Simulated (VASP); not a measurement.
# TiAl (P-6m2) in VASP: further runs, part 2 of 2

VASP 6.6.1. The steps go on from the part before.

## 3. Single point, r2SCAN (strain -0.0750 x Voigt [1, 1, 0, 0, 0, 0])

The input, POSCAR:

```
TiAl
1.0
    2.6534522752      0.0000000000      0.0000000000
   -1.3267261376      2.2979570781      0.0000000000
    0.0000000000      0.0000000000      4.6338675649
Ti Al
1 1
Direct
    0.0000000000      0.0000000000      0.0000000000
    0.3333333333      0.6666666667      0.5000000000
```

The input, INCAR.step1:

```
SYSTEM = TiAl
ALGO = Normal ; EDIFF = 1E-4
ENCUT = 520 ; GGA = PE
ISMEAR = 0 ; LASPH = .TRUE.
LCHARG = .FALSE. ; LREAL = .FALSE.
LWAVE = .TRUE. ; NBANDS = 14
NELM = 100 ; PREC = Accurate
SIGMA = 0.15
```

The input, INCAR.step2:

```
SYSTEM = TiAl
ALGO = Normal ; EDIFF = 1E-7
ENCUT = 520 ; ISIF = 2
ISMEAR = 0 ; ISTART = 1
LASPH = .TRUE. ; LCHARG = .FALSE.
LMIXTAU = .TRUE. ; LREAL = .FALSE.
LWAVE = .FALSE. ; METAGGA = R2SCAN
NBANDS = 14 ; NELM = 100
PREC = Accurate ; SIGMA = 0.15
```

The input, KPOINTS:

```
k-points
0
G
  24 24 14
  0 0 0
```

Potentials or basis: VASP PAW PBE potentials, release 64 (Ti_sv, Al).

Started as:

```sh
$ cat potpaw_PBE.64/Ti_sv/POTCAR potpaw_PBE.64/Al/POTCAR > POTCAR
$ cp INCAR.step1 INCAR
$ mpirun -np 1 vasp_std > vasp.out
$ cp INCAR.step2 INCAR
$ mpirun -np 1 vasp_std > vasp.out
```

OUTCAR:

```text
SYSTEM = TiAl
   EDIFF = 1E-7
   ENCUT = 520
   ISIF = 2
   ISMEAR = 0
   ISTART = 1
   LASPH = .TRUE.
   LREAL = .FALSE.
   METAGGA = R2SCAN
   NELM = 100
   PREC = Accurate

 ion  position               nearest neighbor table
   1  0.000  0.000  0.000-   2 2.78   2 2.78   2 2.78   2 2.78   2 2.78   2 2.78
   2  0.333  0.667  0.500-   1 2.78   1 2.78   1 2.78   1 2.78   1 2.78   1 2.78

  LATTYP: Found a hexagonal cell.
 ALAT       =     2.6534522752
 C/A-ratio  =     1.7463542149

  Lattice vectors:

 A1 = (   2.6534522752,   0.0000000000,   0.0000000000)
 A2 = (  -1.3267261376,   2.2979570781,   0.0000000000)
 A3 = (   0.0000000000,   0.0000000000,   4.6338675649)

Analysis of symmetry for initial positions (statically):
=====================================================================
 Subroutine PRICEL returns:
 Original cell was already a primitive cell.

 Routine SETGRP: Setting up the symmetry group for a
 hexagonal supercell.

 Subroutine GETGRP returns: Found 12 space group operations
 (whereof 12 operations were pure point group operations)
 out of a pool of 24 trial point group operations.

The static configuration has the point symmetry D_3h.

Analysis of symmetry for dynamics (positions and initial velocities):
=====================================================================
 Subroutine PRICEL returns:
 Original cell was already a primitive cell.

 Routine SETGRP: Setting up the symmetry group for a
 hexagonal supercell.

 Subroutine GETGRP returns: Found 12 space group operations
 (whereof 12 operations were pure point group operations)
 out of a pool of 24 trial point group operations.

The dynamic configuration has the point symmetry D_3h.

 Subroutine INISYM returns: Found 12 space group operations
 (whereof 12 operations are pure point group operations),
 and found     1 'primitive' translations

----------------------------------------------------------------------------------------

                                     Primitive cell

  volume of cell :      28.2551

  direct lattice vectors                    reciprocal lattice vectors
     2.653452275  0.000000000  0.000000000     0.376867528  0.217584569  0.000000000
    -1.326726138  2.297957078  0.000000000     0.000000000  0.435169138  0.000000000
     0.000000000  0.000000000  4.633867565     0.000000000  0.000000000  0.215802456

  length of vectors
     2.653452275  2.653452275  4.633867565     0.435169138  0.435169138  0.215802456

  position of ions in fractional coordinates (direct lattice)
     0.000000000  0.000000000  0.000000000
     0.333333333  0.666666667  0.500000000

  ion indices of the primitive-cell ions
   primitive index   ion index
                 1           1
                 2           2

----------------------------------------------------------------------------------------

 KPOINTS: k-points

Automatic generation of k-mesh.
 Grid dimensions read from file:
 generate k-points for:   24   24   14

 Generating k-lattice:

  Cartesian coordinates                     Fractional coordinates (reciprocal lattice)
     0.015702814  0.009066024  0.000000000     0.041666667 -0.000000000  0.000000000
     0.000000000  0.018132047  0.000000000     0.000000000  0.041666667  0.000000000
     0.000000000  0.000000000  0.015414461     0.000000000  0.000000000  0.071428571

  Length of vectors
[... 39 lines left out ...]
   total plane-waves  NPLWV =  14400
   dimension x,y,z NGX =    20 NGY =   20 NGZ =   36
   dimension x,y,z NGXF=    40 NGYF=   40 NGZF=   72
   ions per type =               1   1
   NGX,Y,Z   is equivalent  to a cutoff of  12.53, 12.53, 12.92 a.u.
   NGXF,Y,Z  is equivalent  to a cutoff of  25.06, 25.06, 25.83 a.u.
 SYSTEM =  TiAl
   PREC   = accura    normal or accurate (medium, high low for compatibility)
   ISTART =      1    job   : 0-new  1-cont  2-samecut
   ICHARG =      0    charge: 1-file 2-atom 10-const
   ISPIN  =      1    spin polarized calculation?
   LNONCOLLINEAR =      F non collinear calculations
   LSORBIT =      F    spin-orbit coupling
   LASPH  =      T    aspherical Exc in radial PAW
   ENCUT  =  520.0 eV  38.22 Ry    6.18 a.u.   4.93  4.93  8.62*2*pi/ulx,y,z
   NELM   =    100;   NELMIN=  2; NELMDL=  0     # of ELM steps
   EDIFF  = 0.1E-06   stopping-criterion for ELM
   LREAL  =      F    real-space projection
   EDIFFG = 0.1E-05   stopping-criterion for IOM
   NSW    =      0    number of steps for IOM
   IBRION =     -1    ionic relax: 0-MD 1-quasi-New 2-CG
   NFREE  =      0    steps in history (QN), initial steepest desc. (CG)
   ISIF   =      2    stress and relaxation
   ISYM   =      2    0-nonsym 1-usesym 2-fastsym
   POTIM  = 0.5000    time-step for ionic-motion
   TEBEG  =    0.0;   TEEND  =   0.0 temperature during run
   PSTRESS=    0.0 pullay stress
   NELECT =      15.0000    total number of electrons
   NUPDOWN=      -1.0000    fix difference up-down
   EMIN   =  10.00;   EMAX   =-10.00  energy-range for DOS
   EFERMI =   0.00;   METHOD = LEGACY
   ISMEAR =     0;   SIGMA  =   0.15  broadening in eV -4-tet -1-fermi 0-gaus
   EFERMI_NEDOS =   21; number of points for ismear=-14 and -15
   IALGO  =     38    algorithm
   IMIX   =      4    mixing-type and parameters
     AMIX     =   0.40;   BMIX     =  1.00
     AMIX_MAG =   1.60;   BMIX_MAG =  1.00
  volume/ion in A,a.u.               =      14.13        95.34
  Fermi-wavevector in a.u.,A,eV,Ry     =   1.325581  2.504985 23.907686  1.757165
  Thomas-Fermi vector in A             =   2.455031
   LORBIT       =      0    0 simple, 1 ext, 2 COOP (PROOUT), +10 PAW based schemes
   METAGGA = R2SCAN    functional components
   LHFCALC =     F    Hartree Fock is set to
   AEXX    =    0.0000 exact exchange contribution
   IVDW    =     0    specifies the selected vdW correction
   LEPSILON=     F    determine dielectric tensor
   LRPA    =     F    only Hartree local field effects (RPA)
 non-spin polarized calculation
 Gauss-broadening in eV      SIGMA  =   0.15
  energy-cutoff  :      520.00
  volume of cell :       28.26
 maximum number of plane-waves:       786
 NGX is ok and might be reduce to    20
   NGX =  9   NGY =  9   NGZ = 17

 number of electron      15.0000008 magnetization

 Free energy of the ion-electron system (eV)
  ---------------------------------------------------
  ext. energy  EPLUGINS =         0.00000000
  ---------------------------------------------------
  free energy    TOTEN  =       -19.88420164 eV

  energy without entropy =      -19.86434615  energy(sigma->0) =      -19.87427389

 E-fermi :   9.7806     XC(G=0): -12.5001

 val. band max:        9.7760173339   @ k =   0.2917   0.1250   0.0714
 cond. band min:       9.7833624347   @ k =   0.2500   0.2083   0.5000
 fundamental gap:      0.0073451007
 Fermi energy:         9.7805611210

 k-point     1 :       0.0000    0.0000    0.0000
  band No.  band energies     occupation
      1     -48.7838      2.00000
      2     -24.0863      2.00000
      3     -23.3211      2.00000
      4     -23.3211      2.00000
      5      -0.7735      2.00000
      6       6.8451      2.00000
      7       6.9072      2.00000
      8      11.3780      0.00000
      9      11.3781      0.00000
     10      13.6196      0.00000
     11      13.6196      0.00000
     12      13.8154      0.00000
     13      25.2037      0.00000
     14      25.2037      0.00000
[... 377 lines left out ...]
      1     -48.5391      2.00000
      2     -24.5266      2.00000
      3     -23.8686      2.00000
      4     -23.6034      2.00000
      5       5.2873      2.00000
      6       7.0503      2.00000
      7       7.6323      2.00000
      8       8.2793      2.00000
      9      12.4985      0.00000
     10      14.2437      0.00000
     11      14.5244      0.00000
     12      14.9178      0.00000
     13      16.3406      0.00000
     14      19.2798      0.00000

 [... further k-points ...]

------------------------ aborting loop because EDIFF is reached ----------------------------------------

  FORCE on cell =-STRESS in cart. coord.  units (eV):
  Direction    XX          YY          ZZ          XY          YZ          ZX
  --------------------------------------------------------------------------------------
  -------------------------------------------------------------------------------------
  Total        4.9137486      4.9137486      2.1098353      0.0000000      0.0000000      0.0000000
  in kB      278.6292481    278.6292481    119.6361218      0.0000000      0.0000000      0.0000000
  external PRESSURE =     225.6315393 kB  Pullay stress =       0.0000000 kB

 VOLUME and BASIS-vectors are now :
 -----------------------------------------------------------------------------
  energy-cutoff  :      520.00
  volume of cell :       28.26
      direct lattice vectors                 reciprocal lattice vectors
     2.653452275  0.000000000  0.000000000     0.376867528  0.217584569  0.000000000
    -1.326726138  2.297957078  0.000000000     0.000000000  0.435169138  0.000000000
     0.000000000  0.000000000  4.633867565     0.000000000  0.000000000  0.215802456

 POSITION                                       TOTAL-FORCE (eV/Angst)
 -----------------------------------------------------------------------------------
      0.00000      0.00000      0.00000        -0.000000     -0.000000      0.000000
     -0.00000      1.53197      2.31693         0.000000      0.000000      0.000000
 -----------------------------------------------------------------------------------
    total drift:                                0.000002     -0.000001      0.000000

  FREE ENERGIE OF THE ION-ELECTRON SYSTEM (eV)
  ---------------------------------------------------
  free  energy   TOTEN  =       -19.8842016360 eV

  energy  without entropy=      -19.8643461500  energy(sigma->0) =      -19.87427389
```

Wall time 12 min (1 thread of Intel Xeon 6975P-C (Granite Rapids), shared host); peak memory 0.31 GiB.

Results:

* Free energy: -19.8842 eV
* Pressure: 22.6 GPa
* Band gap on the k mesh: zero (an odd number of electrons rules out a gap without spin polarisation)

Caveat: the cell differs from its parent crystal (strain -0.0750 x Voigt [1, 1, 0, 0, 0, 0]); the cell stands under pressure; the PAW data sets were made with another functional, which shifts forces and pressure a little.

## 4. Single point, r2SCAN (strain -0.0500 x Voigt [1, 1, 0, 0, 0, 0])

The input, POSCAR:

```
TiAl
1.0
    2.7251672016      0.0000000000      0.0000000000
   -1.3625836008      2.3600640261      0.0000000000
    0.0000000000      0.0000000000      4.6338675649
Ti Al
1 1
Direct
    0.0000000000      0.0000000000      0.0000000000
    0.3333333333      0.6666666667      0.5000000000
```

The input, INCAR.step1:

```
ALGO = Normal
EDIFF = 1E-4
ENCUT = 520
GGA = PE
ISMEAR = 0
LASPH = T
LCHARG = F
LREAL = F
LWAVE = T
NBANDS = 14
NELM = 80
PREC = Accurate
SIGMA = 0.15
```

The input, INCAR.step2:

```
ALGO = Normal
EDIFF = 1E-7
ENCUT = 520
ISIF = 2
ISMEAR = 0
ISTART = 1
LASPH = T
LCHARG = F
LMIXTAU = T
LREAL = F
LWAVE = F
METAGGA = R2SCAN
NBANDS = 14
NELM = 80
PREC = Accurate
SIGMA = 0.15
```

The input, KPOINTS:

```
k-points
0
Gamma
  24 24 14
```

Potentials or basis: VASP PAW PBE potentials, release 64 (Ti_sv, Al).

Started as:

```sh
$ cat potpaw_PBE.64/Ti_sv/POTCAR potpaw_PBE.64/Al/POTCAR > POTCAR
$ cp INCAR.step1 INCAR
$ mpirun -np 1 vasp_std > vasp.out
$ cp INCAR.step2 INCAR
$ mpirun -np 1 vasp_std > vasp.out
```

OUTCAR:

```text
EDIFF = 1E-7
   ENCUT = 520
   ISIF = 2
   ISMEAR = 0
   ISTART = 1
   LASPH = T
   LREAL = F
   METAGGA = R2SCAN
   NELM = 80
   PREC = Accurate

 ion  position               nearest neighbor table
   1  0.000  0.000  0.000-   2 2.80   2 2.80   2 2.80   2 2.80   2 2.80   2 2.80
   2  0.333  0.667  0.500-   1 2.80   1 2.80   1 2.80   1 2.80   1 2.80   1 2.80

  LATTYP: Found a hexagonal cell.
 ALAT       =     2.7251672016
 C/A-ratio  =     1.7003975250

  Lattice vectors:
[... 594 lines left out ...]
 [... further k-points ...]

------------------------ aborting loop because EDIFF is reached ----------------------------------------

  FORCE on cell =-STRESS in cart. coord.  units (eV):
  Direction    XX          YY          ZZ          XY          YZ          ZX
  --------------------------------------------------------------------------------------
  -------------------------------------------------------------------------------------
  Total        3.0317387      3.0317387      1.4538504      0.0000000      0.0000000      0.0000000
  in kB      162.9828086    162.9828086     78.1573375      0.0000000      0.0000000      0.0000000
  external PRESSURE =     134.7076516 kB  Pullay stress =       0.0000000 kB

 VOLUME and BASIS-vectors are now :
 -----------------------------------------------------------------------------
  energy-cutoff  :      520.00
  volume of cell :       29.80
      direct lattice vectors                 reciprocal lattice vectors
     2.725167202  0.000000000  0.000000000     0.366949962  0.211858659  0.000000000
    -1.362583601  2.360064026  0.000000000     0.000000000  0.423717318  0.000000000
     0.000000000  0.000000000  4.633867565     0.000000000  0.000000000  0.215802456

 POSITION                                       TOTAL-FORCE (eV/Angst)
 -----------------------------------------------------------------------------------
      0.00000      0.00000      0.00000         0.000000     -0.000000      0.000000
     -0.00000      1.57338      2.31693        -0.000000      0.000000      0.000000
 -----------------------------------------------------------------------------------
    total drift:                                0.000008     -0.000005      0.000000

  FREE ENERGIE OF THE ION-ELECTRON SYSTEM (eV)
  ---------------------------------------------------
  free  energy   TOTEN  =       -20.0958553845 eV

  energy  without entropy=      -20.0739850665  energy(sigma->0) =      -20.08492023
```

OUTCAR.step1:

```text
EDIFF = 1E-4
   ENCUT = 520
   GGA = PE
   ISMEAR = 0
   LASPH = T
[... 629 lines left out ...]
 -----------------------------------------------------------------------------------
      0.00000      0.00000      0.00000        -0.000000      0.000000      0.000000
     -0.00000      1.57338      2.31693         0.000000      0.000000      0.000000
 -----------------------------------------------------------------------------------
    total drift:                                0.000000     -0.000000      0.000000

  FREE ENERGIE OF THE ION-ELECTRON SYSTEM (eV)
  ---------------------------------------------------
  free  energy   TOTEN  =       -11.9267459005 eV

  energy  without entropy=      -11.9029321467  energy(sigma->0) =      -11.91483902
```

OSZICAR.step1:

```text
N       E                     dE             d eps       ncg     rms          rms(c)
DAV:   1     0.103180192818E+03    0.10318E+03   -0.71235E+03 13682   0.111E+03
DAV:   2    -0.728922490975E+01   -0.11047E+03   -0.10602E+03 14168   0.305E+02
DAV:   3    -0.129777317630E+02   -0.56885E+01   -0.55558E+01 20514   0.667E+01
DAV:   4    -0.131414336534E+02   -0.16370E+00   -0.16346E+00 15482   0.101E+01
DAV:   5    -0.131473038009E+02   -0.58701E-02   -0.58696E-02 20316   0.177E+00    0.100E+01
DAV:   6    -0.121580188636E+02    0.98928E+00   -0.45538E+00 15644   0.278E+01    0.374E+00
DAV:   7    -0.119393086306E+02    0.21871E+00   -0.54567E-01 15142   0.871E+00    0.244E+00
DAV:   8    -0.119271474783E+02    0.12161E-01   -0.14108E-01 15914   0.434E+00    0.717E-01
DAV:   9    -0.119272305047E+02   -0.83026E-04   -0.27498E-02 15624   0.239E+00    0.326E-01
DAV:  10    -0.119267428116E+02    0.48769E-03   -0.43478E-03 16166   0.843E-01    0.700E-02
DAV:  11    -0.119267459005E+02   -0.30889E-05   -0.34964E-04 16064   0.168E-01
   1 F= -.11926746E+02 E0= -.11914839E+02  d E =-.238138E-01
```

It took 11 min on 1 thread of Intel Xeon 6975P-C (Granite Rapids), shared host; peak memory 0.32 GiB.

Results:

```
Free energy            : -20.0959 eV
Pressure               : 13.5 GPa
Band gap on the k mesh : zero (an odd number of electrons rules out a gap without spin polarisation)
```

Levels at points of the mesh, in eV from the Fermi level:
| k point | band 4 | band 5 | band 6 | band 7 | band 8 | band 9 | band 10 | band 11 |
| --- | --- | --- | --- | --- | --- | --- | --- | --- |
| (0.00, 0.00, 0.00) | -33.29 | -10.15 | -2.75 | -2.55 | 1.57 | 1.57 | 3.59 | 3.59 |
| (0.50, 0.00, 0.00) | -33.50 | -4.21 | -2.92 | -1.92 | -1.34 | 2.74 | 4.33 | 4.73 |
| (0.00, 0.00, 0.50) | -33.29 | -9.23 | -6.00 | -0.83 | 1.58 | 1.58 | 3.52 | 3.52 |
| (0.50, 0.00, 0.50) | -33.50 | -4.14 | -2.74 | -2.21 | 0.71 | 1.03 | 2.56 | 3.29 |

Caveat: the cell differs from its parent crystal (strain -0.0500 x Voigt [1, 1, 0, 0, 0, 0]); the cell stands under pressure; the PAW data sets were made with another functional, which shifts forces and pressure a little.

## 5. Summary

```tsv
cell	gap on the mesh (eV)	pressure (GPa)
a = 2.582, b = 2.582, c = 4.634 Å, angles 90.0, 90.0, 120.0°, 2 atoms	none	33.7
a = 2.653, b = 2.653, c = 4.634 Å, angles 90.0, 90.0, 120.0°, 2 atoms	none	22.6
a = 2.725, b = 2.725, c = 4.634 Å, angles 90.0, 90.0, 120.0°, 2 atoms	none	13.5
```

Alike in all rows: task single point; level r2SCAN; potentials or basis VASP PAW PBE potentials, release 64 (Ti_sv, Al); no spin polarisation; k mesh 24 × 24 × 14; cutoff (eV) 520; smearing gaussian 0.15 eV.

Caveats: the cell stands under pressure; the PAW data sets were made with another functional, which shifts forces and pressure a little.

Total energies depend on the potentials used, so only differences within one code and one set of settings carry meaning.
